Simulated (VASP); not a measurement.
**SiNi2: single point with PBEsol**

SiNi2:

```
Si Ni
1.0
     4.02320    0.00000    0.00000
    -2.01160    3.48420    0.00000
     0.00000    0.00000    4.81034
Si Ni
2 4
Direct
  0.33333 0.66667 0.75000
  0.66667 0.33333 0.25000
  0.00000 0.00000 0.00000
  0.00000 0.00000 0.50000
  0.33333 0.66667 0.25000
  0.66667 0.33333 0.75000
```

This cell differs from its parent crystal: biaxial strain in the a-b plane: +4.0 %, then relaxed in part.

- Program: VASP 6.6.1
- Task: single point
- Functional: PBEsol
- Potentials or basis: VASP PAW PBE potentials, release 64 (Si, Ni)
- Cutoff: 520 eV
- k mesh: 12 × 12 × 8
- Occupations: gaussian, width 0.1 eV
- Spin: no spin polarisation
- Dipole correction: no
- Further INCAR settings: ALGO = Fast; EDIFF = 1e-07; NBANDS = 33

| Item | Value |
| --- | --- |
| Pressure | -11.4 GPa |
| Band gap on the k mesh | zero (bands 24 and 25 overlap by 2.60 eV) |

Stress tensor (GPa, compression positive):
```
-17.18   0.00   0.00
  0.00 -17.18   0.00
  0.00   0.00   0.09
```

Levels at points of the mesh, in eV from the Fermi level:
| k point | band 21 | band 22 | band 23 | band 24 | band 25 | band 26 | band 27 | band 28 |
| --- | --- | --- | --- | --- | --- | --- | --- | --- |
| (0.00, 0.00, 0.00) | -0.62 | -0.62 | 0.32 | 2.05 | 2.33 | 2.33 | 2.41 | 2.41 |
| (0.50, 0.00, 0.00) | -1.17 | -1.05 | -0.98 | -0.64 | -0.45 | 1.14 | 1.68 | 2.51 |
| (0.00, 0.00, 0.50) | -1.19 | -1.19 | 1.77 | 1.77 | 2.97 | 2.97 | 2.97 | 2.97 |
| (0.50, 0.00, 0.50) | -1.21 | -1.21 | -0.82 | -0.82 | 0.89 | 0.89 | 2.42 | 2.42 |

Wall time 3 min on 1 thread of Intel(R) Xeon(R) Platinum 8488C (Sapphire Rapids) (shared host), peak memory 0.29 GiB.

Caveat: the cell differs from its parent crystal (biaxial strain in the a-b plane: +4.0 %, then relaxed in part); the cell stands under tension; the PAW data sets were made with another functional, which shifts forces and pressure a little. Spin polarisation is off, so any magnetic state and its effect on volume and gap are missing.
